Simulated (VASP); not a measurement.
Wanted: the native input for a VASP 6.6.1 run.

```
Task                   : single point
Functional             : PBE
Potentials or basis    : VASP PAW PBE potentials, release 64 (Si, O, Sn_d)
Cutoff                 : 520 eV
k mesh                 : 6 × 6 × 4
Occupations            : fermi-dirac, width 0.02 eV
Spin                   : no spin polarisation
Dipole correction      : no
Further INCAR settings : ALGO = Normal; EDIFF = 1e-06; NBANDS = 49
```

The structure of Si3SnO8 lies in POSCAR:

```
Si3SnO8
1.0
    3.1048833626     -3.0101726231      0.0000000000
    3.1048833626      3.0101726231      0.0000000000
    0.0000000000      0.0000000000      5.6471684090
Si O Sn
3 8 1
Direct
    0.5000000000      0.5000000000      0.0000000000
    0.0000000000      0.0000000000      0.7612800996
    0.0000000000      0.0000000000      0.2387199004
    0.1942356063      0.1942356063      0.0000000000
    0.8057643937      0.8057643937      0.0000000000
    0.7042584825      0.2957415175      0.7772706981
    0.2957415175      0.7042584825      0.7772706981
    0.1750482588      0.1750482588      0.5000000000
    0.8249517412      0.8249517412      0.5000000000
    0.7042584825      0.2957415175      0.2227293019
    0.2957415175      0.7042584825      0.2227293019
    0.5000000000      0.5000000000      0.5000000000
```

These files were run (other wordings do the same):

INCAR

```
PREC = Accurate
ENCUT = 520
EDIFF = 1E-6
ISMEAR = -1
SIGMA = 0.02
LREAL = F
LASPH = T
NELM = 100
ALGO = Normal
ISIF = 2
LWAVE = F
LCHARG = F
GGA = PE
NBANDS = 49
```

KPOINTS

```
Automatic mesh
0
Gamma
  6 6 4
```

Potentials or basis: VASP PAW PBE potentials, release 64 (Si, O, Sn_d).

The run is started by

```bash
$ cat potpaw_PBE.64/Si/POTCAR potpaw_PBE.64/O/POTCAR potpaw_PBE.64/Sn_d/POTCAR > POTCAR
$ mpirun -np 1 vasp_std > vasp.out
```

Results of the run:

```yaml
Pressure: 9.4 GPa
Largest_force: 0.179 eV/Å
Band_gap_on_the_k_mesh: 3.54 eV
```

Caveat: the cell stands under pressure; spin-orbit coupling is left out, which moves the levels of the heavy elements.

Run time: 65 s on 1 thread of Intel(R) Xeon(R) 6975P-C (Granite Rapids) (shared host), peak memory 0.29 GiB.
